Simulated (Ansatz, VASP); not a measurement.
Given: the input of a run of VASP 6.6.1 on Ir.

Contents of INCAR:

```
PREC = Accurate
ENCUT = 520
EDIFF = 1E-6
ISMEAR = -1
SIGMA = 0.02
LREAL = F
LASPH = T
NELM = 60
ALGO = Normal
ISIF = 2
LWAVE = F
LCHARG = F
GGA = PE
NBANDS = 10
```

KPOINTS

```
regular mesh
0
Gamma
  6 6 6
```

File POSCAR:

```
Ir
1.0
    0.0000000000      1.9156000000      1.9156000000
    1.9156000000      0.0000000000      1.9156000000
    1.9156000000      1.9156000000      0.0000000000
Ir
1
Direct
    0.0000000000      0.0000000000      0.0000000000
```

Potentials or basis: VASP PAW PBE potentials, release 64 (Ir).

Launch:

```sh
$ cat potpaw_PBE.64/Ir/POTCAR > POTCAR
$ mpirun -np 1 vasp_std > vasp.out
```

Task: Translate it to Ansatz 0.2.0. Potentials there: all-electron LAPW, scalar-relativistic.

Result: As run (the cutoff follows the program's own potentials):

File input.yaml:

```yaml
crystal:
  lattice:
    - [0.0, 1.9156, 1.9156]
    - [1.9156, 0.0, 1.9156]
    - [1.9156, 1.9156, 0.0]
  atoms:
    - { symbol: Ir, position: [0.0, 0.0, 0.0] }
kpoints:
  mp_grid: { grid: [6, 6, 6] }
scf:
  occupations: { method: fermi_dirac, width: 0.02 }
hamiltonian:
  xc: pbe
  pseudopotentials: { kind: all_electron, lapw: { basis_error: 0.003 } }
output:
  forces: true
  stress: true
  eigenvalues: true
```

Potentials or basis: all-electron LAPW, scalar-relativistic.

Command:

```console
$ ansatz run input.yaml --threads 1 --pin off --max-ram 2560MiB --backend cpu --events-out ev --progress --plain --runs-dir out
```

Both were run:

|  | VASP | Ansatz | Ansatz less VASP |
| --- | --- | --- | --- |
| gap on the k mesh at the Fermi level (eV) | none | none | - |
| pressure (GPa) | 13.0 | 12.3 | -0.67 |

A gap of «none» marks a metal or a gap that the smearing closes. Ansatz ran all-electron here, and VASP with PAW potentials.

The k mesh is coarse, so the values compare programs but aren't converged. Spin-orbit coupling is off throughout.
